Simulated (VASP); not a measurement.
C:

```
C
1.0
     4.12821    0.00000    0.00000
     0.00000    4.12821    0.00000
     0.00000    0.00000    2.78815
C
8
Direct
  0.31381 0.93120 0.50000
  0.68619 0.93120 0.00000
  0.68619 0.06880 0.50000
  0.93120 0.68619 0.00000
  0.93120 0.31381 0.50000
  0.31381 0.06880 0.00000
  0.06880 0.31381 0.00000
  0.06880 0.68619 0.50000
```

The cell was built from a structure type or drawn by symmetry, and may not be a known phase.

| Item | Value |
| --- | --- |
| Program | VASP 6.6.1 |
| Task | relaxation of cell and atoms |
| Functional | PBE |
| Potentials or basis | VASP PAW PBE potentials, release 64 (C) |
| Cutoff | 600 eV |
| k mesh | 4 × 4 × 6 |
| Occupations | gaussian, width 0.1 eV |
| Spin | no spin polarisation |

At the start: pressure 81.2 GPa; volume 5.94 Å³/atom.

Problem. Where does the relaxation end?

Solution. Over 32 steps the energy falls by 1443.9 meV/atom and the volume is 9.62 Å³/atom (+62.0 %); space group P4_2/mcm (No. 132, to 0.1 Å) before and after.

Step by step:
```tsv
step	energy change (eV)	largest force (eV/Å)	pressure (GPa)	volume (Å³)
1	0.0000	1.3687	81.23	47.52
2	-0.0408	2.0284	-34.57	71.31
3	-2.2842	1.1320	2.12	57.58
4	-2.2876	1.0899	3.73	57.25
5	-2.3878	1.0869	-5.05	59.73
6	-2.4368	0.6492	-2.29	58.80
7	-2.6478	1.0985	1.96	58.81
8	-3.9811	2.1980	17.63	58.81
9	-2.7864	8.8717	92.64	58.56
10	-4.8948	2.0227	31.32	58.77
11	-4.9034	3.7669	53.91	58.70
12	-5.0553	2.4872	41.50	58.74
13	-5.0592	2.5070	41.74	58.74
14	-5.0701	2.5684	42.43	58.75
15	-5.0876	2.6996	43.86	58.77
16	-5.1044	2.9994	46.79	58.82
17	-5.1250	2.9965	46.70	58.84
18	-5.1865	2.9866	46.45	58.90
19	-5.3083	2.9682	45.94	59.02
20	-5.5476	2.9313	45.00	59.26
21	-6.0082	2.8627	43.17	59.74
22	-6.8570	2.7401	39.94	60.70
23	-8.2666	2.5568	34.99	62.58
24	-10.0620	2.4540	29.83	66.19
25	-10.6402	1.4256	30.20	72.67
26	-10.8506	1.7937	29.39	71.31
27	-11.3459	0.7503	14.35	73.85
28	-11.5175	0.3460	-0.96	77.01
29	-11.5196	0.2516	0.35	76.71
30	-11.5329	0.1999	0.19	76.80
31	-11.5497	0.1534	-0.29	77.04
32	-11.5513	0.0378	0.15	77.00
```

Final structure:
```cif
data_structure
_symmetry_space_group_name_H-M 'P 1'
_symmetry_Int_Tables_number 1
_cell_length_a 5.5088
_cell_length_b 5.5088
_cell_length_c 2.5373
_cell_angle_alpha 90.000
_cell_angle_beta 90.000
_cell_angle_gamma 90.000
_cell_volume 77.00
loop_
_atom_site_label
_atom_site_type_symbol
_atom_site_fract_x
_atom_site_fract_y
_atom_site_fract_z
_atom_site_occupancy
C1 C 0.24931 0.93155 0.50000 1
C2 C 0.75069 0.93155 0.00000 1
C3 C 0.75069 0.06845 0.50000 1
C4 C 0.93155 0.75069 0.00000 1
C5 C 0.93155 0.24931 0.50000 1
C6 C 0.24931 0.06845 0.00000 1
C7 C 0.06845 0.24931 0.00000 1
C8 C 0.06845 0.75069 0.50000 1
```

Caveat: the k points lie up to 0.41 Å⁻¹ apart in the final cell, too coarse for converged energies and pressures of a metal; the volume moved by over 15 % at a fixed basis, so the end points are rough.
